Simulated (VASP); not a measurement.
# Zr3O (P6_322) in VASP: single point with r2SCAN

Aim: the single point of Zr3O with r2SCAN.

All numbers are computed with VASP 6.6.1; they aren't measurements. Logs are shortened: lines on timing, memory, paths and dates and some standing lists are left out, and cuts for length are marked.

**1. The cell of the first run**

It takes space group P6_322 (No. 182, hexagonal). Conventional cell: a = 5.652 Å, b = 5.652 Å, c = 5.194 Å, α = 90.00°, β = 90.00°, γ = 120.00°. Within 3.0 Å of Zr (site symmetry 2) lie 2 O at 2.27 Å. Within 3.0 Å of O (site symmetry 32) lie 6 Zr at 2.27 Å.

**2. Single point, r2SCAN**

POSCAR

```
Zr3O
1.0
    5.6518701150      0.0000000000      0.0000000000
   -2.8259350575      4.8946630985      0.0000000000
    0.0000000000      0.0000000000      5.1936822055
Zr O
6 2
Direct
    0.3398784057      0.0000000000      0.0000000000
    0.3398784057      0.3398784057      0.5000000000
    0.0000000000      0.3398784057      0.0000000000
    0.6601215943      0.0000000000      0.5000000000
    0.6601215943      0.6601215943      0.0000000000
    0.0000000000      0.6601215943      0.5000000000
    0.3333333333      0.6666666667      0.2500000000
    0.6666666667      0.3333333333      0.7500000000
```

INCAR.step1

```
SYSTEM = Zr3O
PREC     = Accurate       ! precision mode
ENCUT    = 520            ! plane-wave cutoff, eV
ISMEAR   = 0              ! smearing method
SIGMA    = 0.1            ! smearing width, eV
LREAL    = .FALSE.        ! projectors in reciprocal space
LASPH    = .TRUE.         ! aspherical terms in the spheres
NELM     = 80             ! most SCF steps
NBANDS   = 52             ! bands
GGA      = PE             ! functional
ALGO     = Normal         ! electronic algorithm
EDIFF    = 1E-4           ! SCF threshold, eV
LWAVE    = .TRUE.         ! write WAVECAR
LCHARG   = .FALSE.        ! write CHGCAR
```

INCAR.step2

```
SYSTEM = Zr3O
PREC     = Accurate       ! precision mode
ENCUT    = 520            ! plane-wave cutoff, eV
EDIFF    = 1E-6           ! SCF threshold, eV
ISMEAR   = 0              ! smearing method
SIGMA    = 0.1            ! smearing width, eV
LREAL    = .FALSE.        ! projectors in reciprocal space
LASPH    = .TRUE.         ! aspherical terms in the spheres
NELM     = 80             ! most SCF steps
ALGO     = Normal         ! electronic algorithm
ISIF     = 2              ! what is computed and relaxed
LWAVE    = .FALSE.        ! write WAVECAR
LCHARG   = .FALSE.        ! write CHGCAR
METAGGA  = R2SCAN         ! meta-GGA
LMIXTAU  = .TRUE.       
NBANDS   = 52             ! bands
ISTART   = 1
```

KPOINTS

```
Automatic mesh
0
G
  6 6 8
  0 0 0
```

Potentials or basis: VASP PAW PBE potentials, release 64 (Zr_sv, O).

Started as:

```console
cat potpaw_PBE.64/Zr_sv/POTCAR potpaw_PBE.64/O/POTCAR > POTCAR
cp INCAR.step1 INCAR
mpirun -np 1 vasp_std > vasp.out
cp INCAR.step2 INCAR
mpirun -np 1 vasp_std > vasp.out
```

OUTCAR:

```text
SYSTEM = Zr3O
   PREC = Accurate
   ENCUT = 520
   EDIFF = 1E-6
   ISMEAR = 0
   LREAL = .FALSE.
   LASPH = .TRUE.
   NELM = 80
   ISIF = 2
   METAGGA = R2SCAN
   ISTART = 1

 ion  position               nearest neighbor table
   1  0.340  0.000  0.000-   7 2.27   8 2.27   4 3.17   4 3.17   6 3.23   2 3.23   2 3.23   6 3.23
                             3 3.23   5 3.23   5 3.23   3 3.23   3 3.33   5 3.33
   2  0.340  0.340  0.500-   8 2.27   7 2.27   5 3.17   5 3.17   3 3.23   3 3.23   1 3.23   1 3.23
                             6 3.23   6 3.23   4 3.23   4 3.23   4 3.33   6 3.33
   3  0.000  0.340  0.000-   8 2.27   7 2.27   6 3.17   6 3.17   2 3.23   2 3.23   4 3.23   4 3.23
                             5 3.23   5 3.23   1 3.23   1 3.23   1 3.33   5 3.33
   4  0.660  0.000  0.500-   8 2.27   7 2.27   1 3.17   1 3.17   5 3.23   3 3.23   3 3.23   5 3.23
                             2 3.23   6 3.23   2 3.23   6 3.23   6 3.33   2 3.33
   5  0.660  0.660  0.000-   7 2.27   8 2.27   2 3.17   2 3.17   6 3.23   6 3.23   4 3.23   4 3.23
                             3 3.23   3 3.23   1 3.23   1 3.23   1 3.33   3 3.33
   6  0.000  0.660  0.500-   7 2.27   8 2.27   3 3.17   3 3.17   5 3.23   5 3.23   1 3.23   1 3.23
                             2 3.23   2 3.23   4 3.23   4 3.23   4 3.33   2 3.33
   7  0.333  0.667  0.250-   6 2.27   1 2.27   3 2.27   4 2.27   5 2.27   2 2.27
   8  0.667  0.333  0.750-   3 2.27   4 2.27   6 2.27   1 2.27   2 2.27   5 2.27

  LATTYP: Found a hexagonal cell.
 ALAT       =     5.6518701150
 C/A-ratio  =     0.9189316279

  Lattice vectors:

 A1 = (   5.6518701150,   0.0000000000,   0.0000000000)
 A2 = (  -2.8259350575,   4.8946630985,   0.0000000000)
 A3 = (   0.0000000000,   0.0000000000,   5.1936822055)

Analysis of symmetry for initial positions (statically):
=====================================================================
 Subroutine PRICEL returns:
 Original cell was already a primitive cell.

 Routine SETGRP: Setting up the symmetry group for a
 hexagonal supercell.

 Subroutine GETGRP returns: Found 12 space group operations
 (whereof  6 operations were pure point group operations)
 out of a pool of 24 trial point group operations.

The static configuration has the point symmetry D_3 .
 The point group associated with its full space group is D_6 .

Analysis of symmetry for dynamics (positions and initial velocities):
=====================================================================
 Subroutine PRICEL returns:
 Original cell was already a primitive cell.

 Routine SETGRP: Setting up the symmetry group for a
 hexagonal supercell.

 Subroutine GETGRP returns: Found 12 space group operations
 (whereof  6 operations were pure point group operations)
 out of a pool of 24 trial point group operations.

The dynamic configuration has the point symmetry D_3 .
 The point group associated with its full space group is D_6 .

 Subroutine INISYM returns: Found 12 space group operations
 (whereof  6 operations are pure point group operations),
 and found     1 'primitive' translations

----------------------------------------------------------------------------------------

                                     Primitive cell

  volume of cell :     143.6780

  direct lattice vectors                    reciprocal lattice vectors
     5.651870115  0.000000000  0.000000000     0.176932587  0.102152077  0.000000000
    -2.825935058  4.894663098  0.000000000     0.000000000  0.204304153  0.000000000
     0.000000000  0.000000000  5.193682206     0.000000000  0.000000000  0.192541623

  length of vectors
     5.651870115  5.651870115  5.193682206     0.204304153  0.204304153  0.192541623

  position of ions in fractional coordinates (direct lattice)
     0.339878406  0.000000000  0.000000000
     0.339878406  0.339878406  0.500000000
     0.000000000  0.339878406  0.000000000
     0.660121594  0.000000000  0.500000000
     0.660121594  0.660121594  0.000000000
     0.000000000  0.660121594  0.500000000
     0.333333333  0.666666667  0.250000000
     0.666666667  0.333333333  0.750000000

  ion indices of the primitive-cell ions
   primitive index   ion index
                 1           1
                 2           2
                 3           3
                 4           4
                 5           5
                 6           6
                 7           7
                 8           8

----------------------------------------------------------------------------------------

 KPOINTS: Automatic mesh

Automatic generation of k-mesh.
 Grid dimensions read from file:
 generate k-points for:    6    6    8

 Generating k-lattice:

  Cartesian coordinates                     Fractional coordinates (reciprocal lattice)
     0.029488764  0.017025346  0.000000000     0.166666667  0.000000000  0.000000000
     0.000000000  0.034050692  0.000000000     0.000000000  0.166666667  0.000000000
     0.000000000  0.000000000  0.024067703     0.000000000  0.000000000  0.125000000

  Length of vectors
     0.034050692  0.034050692  0.024067703

  Shift w.r.t. Gamma in fractional coordinates (k-lattice)
     0.000000000  0.000000000  0.000000000

 Subroutine IBZKPT returns following result:
 ===========================================

 Found     35 irreducible k-points:

 Following reciprocal coordinates:
            Coordinates               Weight
  0.000000  0.000000  0.000000      1.000000
  0.166667  0.000000  0.000000      6.000000
  0.333333  0.000000  0.000000      6.000000
  0.500000 -0.000000  0.000000      3.000000
  0.166667  0.166667  0.000000      6.000000
  0.333333  0.166667  0.000000     12.000000
[... 16 lines left out ...]
  0.166667  0.000000  0.375000     12.000000
  0.333333  0.000000  0.375000     12.000000
 [... further k-points ...]
   k-points           NKPTS =     35   k-points in BZ     NKDIM =     35   number of bands    NBANDS=     52
   number of dos      NEDOS =    301   number of ions     NIONS =      8
   total plane-waves  NPLWV =  70560
   dimension x,y,z NGX =    42 NGY =   42 NGZ =   40
   dimension x,y,z NGXF=    84 NGYF=   84 NGZF=   80
   ions per type =               6   2
   NGX,Y,Z   is equivalent  to a cutoff of  12.35, 12.35, 12.80 a.u.
   NGXF,Y,Z  is equivalent  to a cutoff of  24.71, 24.71, 25.61 a.u.
 SYSTEM =  Zr3O
   PREC   = accura    normal or accurate (medium, high low for compatibility)
   ISTART =      1    job   : 0-new  1-cont  2-samecut
   ICHARG =      0    charge: 1-file 2-atom 10-const
   ISPIN  =      1    spin polarized calculation?
   LNONCOLLINEAR =      F non collinear calculations
   LSORBIT =      F    spin-orbit coupling
   LASPH  =      T    aspherical Exc in radial PAW
   ENCUT  =  520.0 eV  38.22 Ry    6.18 a.u.  10.51 10.51  9.66*2*pi/ulx,y,z
   NELM   =     80;   NELMIN=  2; NELMDL=  0     # of ELM steps
   EDIFF  = 0.1E-05   stopping-criterion for ELM
   LREAL  =      F    real-space projection
   EDIFFG = 0.1E-04   stopping-criterion for IOM
   NSW    =      0    number of steps for IOM
   IBRION =     -1    ionic relax: 0-MD 1-quasi-New 2-CG
   NFREE  =      0    steps in history (QN), initial steepest desc. (CG)
   ISIF   =      2    stress and relaxation
   ISYM   =      2    0-nonsym 1-usesym 2-fastsym
   POTIM  = 0.5000    time-step for ionic-motion
   TEBEG  =    0.0;   TEEND  =   0.0 temperature during run
   PSTRESS=    0.0 pullay stress
   NELECT =      84.0000    total number of electrons
   NUPDOWN=      -1.0000    fix difference up-down
   EMIN   =  10.00;   EMAX   =-10.00  energy-range for DOS
   EFERMI =   0.00;   METHOD = LEGACY
   ISMEAR =     0;   SIGMA  =   0.10  broadening in eV -4-tet -1-fermi 0-gaus
   EFERMI_NEDOS =   21; number of points for ismear=-14 and -15
   IALGO  =     38    algorithm
   IMIX   =      4    mixing-type and parameters
     AMIX     =   0.40;   BMIX     =  1.00
     AMIX_MAG =   1.60;   BMIX_MAG =  1.00
  volume/ion in A,a.u.               =      17.96       121.20
  Fermi-wavevector in a.u.,A,eV,Ry     =   1.368898  2.586842 25.495715  1.873882
  Thomas-Fermi vector in A             =   2.494821
   LORBIT       =      0    0 simple, 1 ext, 2 COOP (PROOUT), +10 PAW based schemes
   METAGGA = R2SCAN    functional components
   LHFCALC =     F    Hartree Fock is set to
   AEXX    =    0.0000 exact exchange contribution
   IVDW    =     0    specifies the selected vdW correction
   LEPSILON=     F    determine dielectric tensor
   LRPA    =     F    only Hartree local field effects (RPA)
 non-spin polarized calculation
 Gauss-broadening in eV      SIGMA  =   0.10
  energy-cutoff  :      520.00
  volume of cell :      143.68
 maximum number of plane-waves:      3889
   NGX = 21   NGY = 21   NGZ = 19

 number of electron      84.0000008 magnetization

 Free energy of the ion-electron system (eV)
  ---------------------------------------------------
  ext. energy  EPLUGINS =         0.00000000
  ---------------------------------------------------
  free energy    TOTEN  =      -160.74084600 eV

  energy without entropy =     -160.71177001  energy(sigma->0) =     -160.72630801

 E-fermi :   9.5975     XC(G=0): -12.3217

 val. band max:        9.5704128842   @ k =   0.0000   0.0000   0.3750
 cond. band min:       9.6071180963   @ k =   0.1667   0.1667   0.5000
 fundamental gap:      0.0367052121
 Fermi energy:         9.5974932247

 k-point     1 :       0.0000    0.0000    0.0000
  band No.  band energies     occupation
      1     -41.0663      2.00000
      2     -40.9092      2.00000
      3     -40.8983      2.00000
      4     -40.8983      2.00000
      5     -40.8843      2.00000
      6     -40.8843      2.00000
[... 44 lines left out ...]
     51      12.3919      0.00000
     52      12.4665      0.00000

 k-point     2 :       0.1667    0.0000    0.0000
  band No.  band energies     occupation
      1     -41.0558      2.00000
      2     -40.9142      2.00000
      3     -40.9092      2.00000
      4     -40.9048      2.00000
      5     -40.8792      2.00000
      6     -40.8778      2.00000
[... 44 lines left out ...]
     51      12.2990      0.00000
     52      12.4676      0.00000

 k-point     3 :       0.3333    0.0000    0.0000
  band No.  band energies     occupation
      1     -41.0273      2.00000
      2     -40.9462      2.00000
      3     -40.9221      2.00000
      4     -40.8944      2.00000
      5     -40.8764      2.00000
      6     -40.8753      2.00000
[... 44 lines left out ...]
     51      12.4556      0.00000
     52      12.5698      0.00000
[... 1046 lines left out ...]
 k-point    23 :       0.1667    0.0000    0.3750
  band No.  band energies     occupation
      1     -41.0098      2.00000
      2     -40.9520      2.00000
      3     -40.9031      2.00000
      4     -40.8996      2.00000
      5     -40.8895      2.00000
      6     -40.8879      2.00000
[... 44 lines left out ...]
     51      12.2846      0.00000
     52      12.7882      0.00000

 k-point    24 :       0.3333    0.0000    0.3750
  band No.  band energies     occupation
      1     -40.9867      2.00000
      2     -40.9359      2.00000
      3     -40.9243      2.00000
      4     -40.9079      2.00000
      5     -40.8972      2.00000
      6     -40.8903      2.00000
[... 44 lines left out ...]
     51      12.5265      0.00000
     52      12.8005      0.00000

 [... further k-points ...]
[... 5 lines left out ...]
  --------------------------------------------------------------------------------------
  -------------------------------------------------------------------------------------
  Total        0.0514821      0.0514821      0.1019874     -0.0000000      0.0000000     -0.0000000
  in kB        0.5740851      0.5740851      1.1372781     -0.0000000      0.0000000     -0.0000000
  external PRESSURE =       0.7618161 kB  Pullay stress =       0.0000000 kB

 VOLUME and BASIS-vectors are now :
 -----------------------------------------------------------------------------
  energy-cutoff  :      520.00
  volume of cell :      143.68
      direct lattice vectors                 reciprocal lattice vectors
     5.651870115  0.000000000  0.000000000     0.176932587  0.102152077  0.000000000
    -2.825935058  4.894663098  0.000000000     0.000000000  0.204304153  0.000000000
     0.000000000  0.000000000  5.193682206     0.000000000  0.000000000  0.192541623

 POSITION                                       TOTAL-FORCE (eV/Angst)
 -----------------------------------------------------------------------------------
      1.92095      0.00000      0.00000        -0.014811     -0.000000     -0.000000
      0.96047      1.66359      2.59684        -0.007406     -0.012827      0.000000
     -0.96047      1.66359      0.00000         0.007406     -0.012827      0.000000
      3.73092      0.00000      2.59684         0.014811     -0.000000     -0.000000
      1.86546      3.23107      0.00000         0.007406      0.012827      0.000000
     -1.86546      3.23107      2.59684        -0.007406      0.012827      0.000000
     -0.00000      3.26311      1.29842         0.000000     -0.000000      0.000000
      2.82594      1.63155      3.89526         0.000000      0.000000     -0.000000
 -----------------------------------------------------------------------------------
    total drift:                               -0.000001     -0.000001      0.000000

  FREE ENERGIE OF THE ION-ELECTRON SYSTEM (eV)
  ---------------------------------------------------
  free  energy   TOTEN  =      -160.7408460047 eV

  energy  without entropy=     -160.7117700112  energy(sigma->0) =     -160.72630801
```

It took 15 min on 1 thread of Intel Xeon 6975P-C, shared host; peak memory 0.39 GiB.

What came out:

* Free energy: -160.7408 eV
* Pressure: 0.1 GPa
* Largest force: 0.015 eV/Å
* Band gap on the k mesh: zero (band 42 reaches 10.31 eV, above the bottom of band 43 at 9.41 eV)

Forces on the atoms (eV/Å):
```
Zr  -0.015  0.000  0.000
Zr  -0.007 -0.013  0.000
Zr   0.007 -0.013  0.000
Zr   0.015  0.000  0.000
Zr   0.007  0.013  0.000
Zr  -0.007  0.013  0.000
O    0.000  0.000  0.000
O    0.000  0.000  0.000
```

Levels at points of the mesh, in eV from the Fermi level:
```
           k point  band 39  band 40  band 41  band 42  band 43  band 44  band 45  band 46
(0.00, 0.00, 0.00)    -1.12    -1.12     0.04     0.71     0.71     0.91     0.91     0.91
(0.50, 0.00, 0.00)    -1.55    -0.95    -0.77    -0.39     0.64     1.20     1.29     1.40
(0.00, 0.00, 0.50)    -0.35    -0.35    -0.05    -0.05     0.03     0.03     0.03     0.03
(0.50, 0.00, 0.50)    -0.95    -0.95    -0.46    -0.46     0.16     0.16     1.09     1.09
```

Caveat: the PAW data sets were made with another functional, which shifts forces and pressure a little.
